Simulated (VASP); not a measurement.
Input of a VASP 6.6.1 run:

File POSCAR:

```
ZnSe
1.0
    0.0000000000      2.8324206805      2.8324206805
    2.8324206805      0.0000000000      2.8324206805
    2.8324206805      2.8324206805      0.0000000000
Zn Se
1 1
Direct
    0.0000000000      0.0000000000      0.0000000000
    0.2500000000      0.2500000000      0.2500000000
```

Contents of INCAR.step1:

```
SYSTEM = ZnSe
ALGO     = Normal         ! electronic algorithm
EDIFF    = 1E-4           ! SCF threshold, eV
ENCUT    = 520            ! plane-wave cutoff, eV
GGA      = PE             ! functional
ISMEAR   = 0              ! smearing method
LASPH    = .TRUE.         ! aspherical terms in the spheres
LCHARG   = .FALSE.        ! write CHGCAR
LREAL    = .FALSE.        ! projectors in reciprocal space
LWAVE    = .TRUE.         ! write WAVECAR
NBANDS   = 16             ! bands
NELM     = 100            ! most SCF steps
PREC     = Accurate       ! precision mode
SIGMA    = 0.01           ! smearing width, eV
```

INCAR.step2

```
SYSTEM = ZnSe
ALGO     = Normal         ! electronic algorithm
EDIFF    = 1E-6           ! SCF threshold, eV
ENCUT    = 520            ! plane-wave cutoff, eV
ISIF     = 2              ! what is computed and relaxed
ISMEAR   = 0              ! smearing method
ISTART   = 1            
IVDW     = 12             ! dispersion correction
LASPH    = .TRUE.         ! aspherical terms in the spheres
LCHARG   = .FALSE.        ! write CHGCAR
LMIXTAU  = .TRUE.       
LREAL    = .FALSE.        ! projectors in reciprocal space
LWAVE    = .FALSE.        ! write WAVECAR
METAGGA  = R2SCAN         ! meta-GGA
NBANDS   = 16             ! bands
NELM     = 100            ! most SCF steps
PREC     = Accurate       ! precision mode
SIGMA    = 0.01           ! smearing width, eV
VDW_A1   = 0.49484001   
VDW_A2   = 5.73083694   
VDW_S6   = 1.0          
VDW_S8   = 0.78981345
```

Contents of KPOINTS:

```
k-points
0
G
  6 6 6
  0 0 0
```

Potentials or basis: VASP PAW PBE potentials, release 64 (Zn, Se).

Run with:

```console
$ cat potpaw_PBE.64/Zn/POTCAR potpaw_PBE.64/Se/POTCAR > POTCAR
$ cp INCAR.step1 INCAR
$ mpirun -np 1 vasp_std > vasp.out
$ cp INCAR.step2 INCAR
$ mpirun -np 1 vasp_std > vasp.out
```

Question: Estimate the band gap on the k mesh.

Answer: 1.87 eV, direct.

Question: Predict the dispersion energy per atom.

Answer: -0.153 eV.

Question: Predict the pressure.

Answer: -0.9 GPa.

Caveat: the PAW data sets were made with another functional, which shifts forces and pressure a little. r2SCAN opens gaps a little over a GGA but as a rule still falls short of measured ones.
